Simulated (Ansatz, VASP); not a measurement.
# Si2Mo: VASP beside Ansatz

POSCAR

```
Si2Mo
1.0
    4.5854715600      0.0000000000      0.0000000000
   -2.2927357800      3.9711348600      0.0000000000
    0.0000000000      0.0000000000      6.5797601000
Si Mo
6 3
Direct
    0.1638729800      0.8361270200      0.8333333300
    0.3277459600      0.1638729800      0.1666666700
    0.8361270200      0.6722540400      0.5000000000
    0.8361270200      0.1638729800      0.8333333300
    0.6722540400      0.8361270200      0.1666666700
    0.1638729800      0.3277459600      0.5000000000
    0.5000000000      0.0000000000      0.5000000000
    0.0000000000      0.5000000000      0.1666666700
    0.5000000000      0.5000000000      0.8333333300
```

File INCAR.step1:

```
SYSTEM = Si2Mo
  PREC = Accurate
  ENCUT = 520
  ISMEAR = 0
  SIGMA = 0.1
  LREAL = .FALSE.
  LASPH = .TRUE.
  NELM = 60
  NBANDS = 43
  GGA = PE
  ALGO = Normal
  EDIFF = 1E-4
  LWAVE = .TRUE.
  LCHARG = .FALSE.
```

Contents of INCAR.step2:

```
SYSTEM = Si2Mo
  PREC = Accurate
  ENCUT = 520
  EDIFF = 1E-7
  ISMEAR = 0
  SIGMA = 0.1
  LREAL = .FALSE.
  LASPH = .TRUE.
  NELM = 60
  ALGO = Normal
  ISIF = 2
  LWAVE = .FALSE.
  LCHARG = .TRUE.
  METAGGA = R2SCAN
  LMIXTAU = .TRUE.
  LUSE_VDW = .TRUE.
  IVDW_NL = 2
  BPARAM = 11.95
  CPARAM = 0.0093
  LELF = .TRUE.
  LVHAR = .TRUE.
  NBANDS = 43
  ISTART = 1
```

KPOINTS

```
Automatic mesh
0
G
  6 6 4
  0 0 0
```

Input for Ansatz:

```yaml
crystal:
  lattice:
    - [4.58547156, 0.0, 0.0]
    - [-2.29273578, 3.97113486, 0.0]
    - [0.0, 0.0, 6.5797601]
  atoms:
    - { symbol: Si, position: [0.16387298, 0.83612702, 0.83333333] }
    - { symbol: Si, position: [0.32774596, 0.16387298, 0.16666667] }
    - { symbol: Si, position: [0.83612702, 0.67225404, 0.5] }
    - { symbol: Si, position: [0.83612702, 0.16387298, 0.83333333] }
    - { symbol: Si, position: [0.67225404, 0.83612702, 0.16666667] }
    - { symbol: Si, position: [0.16387298, 0.32774596, 0.5] }
    - { symbol: Mo, position: [0.5, 0.0, 0.5] }
    - { symbol: Mo, position: [0.0, 0.5, 0.16666667] }
    - { symbol: Mo, position: [0.5, 0.5, 0.83333333] }
basis:
  ecutwfc: 500
kpoints:
  mp_grid: { grid: [6, 6, 4] }
hamiltonian:
  xc: r2scan
  dispersion: rvv10
  pseudopotentials: { kind: paw, azcp: { folder: soft_1 } }
scf:
  occupations: { method: gaussian, width: 0.1 }
output:
  forces: true
  stress: true
  eigenvalues: true
```

Alike in both runs: task single point; functional r2SCAN; dispersion rVV10; k mesh 6 × 6 × 4; occupations gaussian, width 0.1 eV; no spin polarisation.

|  | VASP | Ansatz |
| --- | --- | --- |
| version | VASP 6.6.1 | Ansatz 0.2.0 |
| potentials or method | VASP PAW PBE potentials, release 64 (Si, Mo_sv), cutoff 520 eV | scalar-relativistic, plane waves, PAW |
| valence electrons in the cell | 66 | 66 |

Ansatz gave:

```
gap on the k mesh at the Fermi level (eV) : 0.15
least direct gap on the mesh (eV)         : 0.69
pressure (GPa)                            : -1.1
```

Problem. Estimate VASP's values.

Solution. gap on the k mesh at the Fermi level (eV): 0.15; least direct gap on the mesh (eV): 0.69; pressure (GPa): -0.7.

VASP's potentials were made for PBE, not for r2SCAN.
